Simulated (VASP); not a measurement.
# C: relaxation of cell and atoms with PBEsol

C:

```xyz
2
Lattice="0.0000 1.7769 1.7769 1.7769 0.0000 1.7769 1.7769 1.7769 0.0000" Properties=species:S:1:pos:R:3 pbc="T T T"
C     1.7769    1.7769    1.7769
C     2.6654    2.6654    2.6654
```

```yaml
Program: VASP 6.6.1
Task: relaxation of cell and atoms
Functional: PBEsol
Potentials_or_basis: VASP PAW PBE potentials, release 64 (C)
Cutoff: 600 eV
k_mesh: 12 × 12 × 12
Occupations: gaussian, width 0.01 eV
Spin: no spin polarisation
Dipole_correction: no
Further_INCAR_settings: ALGO = Normal; EDIFF = 1e-07; IBRION = 2; EDIFFG = -0.001; NSW = 80; ISIF = 3
```

The relaxed volume is 5.62 Å³/atom and the relaxed cell is a = 2.514 Å, b = 2.514 Å, c = 2.514 Å, α = 60.00°, β = 60.00°, γ = 60.00°. The space group after relaxing (to 0.05 Å) is Fd-3m (No. 227) and the energy gained by relaxing is 0.0 meV/atom. The ionic steps are 3. The pressure after relaxing is 0.0 GPa and the band gap on the k mesh is 4.06 eV, indirect (least direct gap 5.57 eV).

Final structure:
```
CELL_PARAMETERS angstrom
0.00000 1.77748 1.77748
1.77748 0.00000 1.77748
1.77748 1.77748 0.00000
ATOMIC_POSITIONS crystal
C 0.50000 0.50000 0.50000
C 0.75000 0.75000 0.75000
```

Levels at points of the mesh, in eV from the valence-band top:
```csv
k point,band 1,band 2,band 3,band 4,band 5,band 6,band 7,band 8
"(0.00, 0.00, 0.00)",-21.66,0.00,0.00,0.00,5.57,5.57,5.57,13.59
"(0.50, 0.00, 0.00)",-15.77,-13.58,-2.84,-2.84,8.43,8.43,8.97,15.58
"(0.50, 0.50, 0.00)",-12.85,-12.85,-6.40,-6.40,4.62,4.62,16.93,16.93
```

It took 7.9 s on 1 thread of Intel(R) Xeon(R) Platinum 8488C (Sapphire Rapids) (shared host), peak memory 0.12 GiB.

Caveat: the PAW data sets were made with another functional, which shifts forces and pressure a little. As with any semilocal functional, this PBEsol gap is likely too small.
